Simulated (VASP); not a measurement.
Set up this calculation in VASP 6.6.1, as the native input.

| Item | Value |
| --- | --- |
| Task | single point |
| Functional | PBE |
| Potentials or basis | VASP PAW PBE potentials, release 64 (Mn_pv, O) |
| Cutoff | 520 eV |
| k mesh | 4 × 4 × 4 |
| Occupations | gaussian, width 0.1 eV |
| Spin | collinear spin, ferromagnetic start |
| Starting moments | [4.0, 4.0, 4.0, 4.0, 0.0, 0.0, 0.0, 0.0] μB |
| Dipole correction | no |
| Further INCAR settings | ALGO = Normal; EDIFF = 1e-07; NBANDS = 52 |

The structure of MnO lies in POSCAR:

```
MnO
1.0
   -3.2416334260      3.2416334260      3.2416334260
    3.2416334260     -3.2416334260      3.2416334260
    3.2416334260      3.2416334260     -3.2416334260
Mn O
4 4
Direct
    0.3349545379      0.3349545379      0.3349545379
    0.0000000000      0.0000000000      0.6650454621
    0.0000000000      0.6650454621      0.0000000000
    0.6650454621      0.0000000000      0.0000000000
    0.6834823806      0.6834823806      0.6834823806
    0.0000000000      0.0000000000      0.3165176194
    0.0000000000      0.3165176194      0.0000000000
    0.3165176194      0.0000000000      0.0000000000
```

The cell was generated, and may not be a known phase.

The input as run:

INCAR

```
SYSTEM = MnO
  PREC = Accurate
  ENCUT = 520
  EDIFF = 1E-7
  ISMEAR = 0
  SIGMA = 0.1
  LREAL = .FALSE.
  LASPH = .TRUE.
  NELM = 150
  ALGO = Normal
  ISIF = 2
  LWAVE = .FALSE.
  LCHARG = .FALSE.
  ISPIN = 2
  MAGMOM = 4 4 4 4 0 0 0 0
  LORBIT = 11
  LMAXMIX = 4
  GGA = PE
  NBANDS = 52
```

KPOINTS

```
Automatic mesh
0
G
  4 4 4
  0 0 0
```

Potentials or basis: VASP PAW PBE potentials, release 64 (Mn_pv, O).

The run is started by

```sh
$ cat potpaw_PBE.64/Mn_pv/POTCAR potpaw_PBE.64/O/POTCAR > POTCAR
$ mpirun -np 1 vasp_std > vasp.out
```

Results of the run:

The pressure is 0.4 GPa and the largest force is 0.036 eV/Å. The net moment is 19.80 μB per cell. The site moments are Mn +4.39; O +0.18 μB and the valence electrons inside the program's atomic spheres are Mn 11.38; O 5.00.

Caveat: the run started ferromagnetic, and an antiferromagnetic order may lie lower in energy.

It took 3.1 min on 1 thread of Oxide Virtual Turin-like Processor, with other jobs on the host, peak memory 0.31 GiB.
